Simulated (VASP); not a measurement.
CdS:

```
Cd S
1.0
     0.00000    2.75324    2.75324
     2.75324    0.00000    2.75324
     2.75324    2.75324    0.00000
Cd S
1 1
Direct
  0.00000 0.00000 0.00000
  0.50000 0.50000 0.50000
```

```yaml
Program: VASP 6.6.1
Task: relaxation of cell and atoms
Functional: LDA
Potentials_or_basis: VASP PAW LDA potentials, release 64 (Cd_sv_GW, S)
Cutoff: 540 eV
k_mesh: 8 × 8 × 8
Occupations: fermi-dirac, width 0.05 eV
Spin: no spin polarisation
```

At the start: pressure -8.0 GPa; volume 20.87 Å³/atom.

Q: How do energy, volume and symmetry change on relaxing?

A: Over 3 steps the energy falls by 53.6 meV/atom and the volume is 18.91 Å³/atom (-9.4 %); space group Fm-3m (No. 225, to 0.05 Å).

The path:
```csv
step,energy change (eV),largest force (eV/Å),pressure (GPa),volume (Å³)
1,0.0000,0.0000,-7.96,41.74
2,-0.0691,0.0000,6.29,35.78
3,-0.1071,0.0000,-0.03,37.82
```

Final structure:
```
Cd S
1.0
     0.00000    2.66427    2.66427
     2.66427    0.00000    2.66427
     2.66427    2.66427    0.00000
Cd S
1 1
Direct
  0.00000 0.00000 0.00000
  0.50000 0.50000 0.50000
```
